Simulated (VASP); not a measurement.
Wanted: the native input for a VASP 6.6.1 run.

- Task: single point
- Functional: PBEsol
- Potentials or basis: VASP PAW PBE potentials, release 64 (Ti_sv, Tc_pv)
- Cutoff: 520 eV
- k mesh: 14 × 14 × 14
- Occupations: gaussian, width 0.05 eV
- Spin: no spin polarisation
- Dipole correction: no
- Further INCAR settings: ALGO = Normal; EDIFF = 1e-07; NBANDS = 26

The structure of TiTc2 lies in POSCAR:

```
TiTc2
1.0
   -1.5256956698      1.5256956698      4.6160380583
    1.5256956698     -1.5256956698      4.6160380583
    1.5256956698      1.5256956698     -4.6160380583
Ti Tc
1 2
Direct
    0.0000000000      0.0000000000      0.0000000000
    0.3328301835      0.3328301835      0.0000000000
    0.6671698165      0.6671698165      0.0000000000
```

The input as run:

INCAR

```
PREC = Accurate ; ENCUT = 520
EDIFF = 1E-7 ; ISMEAR = 0
SIGMA = 0.05 ; LREAL = F
LASPH = T ; NELM = 100
ALGO = Normal ; ISIF = 2
LWAVE = F ; LCHARG = T
GGA = PS ; LELF = T
LVHAR = T ; NBANDS = 26
```

KPOINTS

```
Automatic mesh
0
Gamma
  14 14 14
```

Potentials or basis: VASP PAW PBE potentials, release 64 (Ti_sv, Tc_pv).

The run is started by

```sh
$ cat potpaw_PBE.64/Ti_sv/POTCAR potpaw_PBE.64/Tc_pv/POTCAR > POTCAR
$ mpirun -np 1 vasp_std > vasp.out
```

Results of the run:

```json
{
 "Pressure": "-0.4 GPa",
 "Largest force": "0.018 eV/Å",
 "Band gap on the k mesh": "zero (bands 19 and 20 overlap by 2.04 eV)"
}
```

Caveat: the PAW data sets were made with another functional, which shifts forces and pressure a little.

Wall time 4.9 min on 1 thread of Intel(R) Xeon(R) 6975P-C (Granite Rapids), with other jobs on the host, peak memory 0.42 GiB.
